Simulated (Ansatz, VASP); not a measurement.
**AlN in VASP and in Ansatz**

```
CELL_PARAMETERS angstrom
0.00000 2.15443 2.15443
2.15443 0.00000 2.15443
2.15443 2.15443 0.00000
ATOMIC_POSITIONS crystal
Al 0.00000 0.00000 0.00000
N 0.25000 0.25000 0.25000
```

Alike in both runs: task relaxation of cell and atoms; functional LDA; k mesh 17 × 17 × 17; occupations fermi-dirac, width 0.1 eV; no spin polarisation.

```csv
,VASP,Ansatz
version,VASP 6.6.1,Ansatz 0.2.0
potentials or method,"VASP PAW LDA potentials, release 64 (Al, N)","PAW with Ansatz's default frozen-core files, scalar-relativistic"
plane-wave cutoff (eV),600,420
valence electrons in the cell,8,8
```

```tsv
	VASP	Ansatz	Ansatz less VASP
relaxed volume (Å³/atom)	10.26	10.23	-0.029
relaxed cell length with the largest relative difference (Å)	3.073	3.070	-0.0029
```

LDA's correlation is that of Perdew and Zunger in VASP and of Perdew and Wang (1992) in Ansatz.
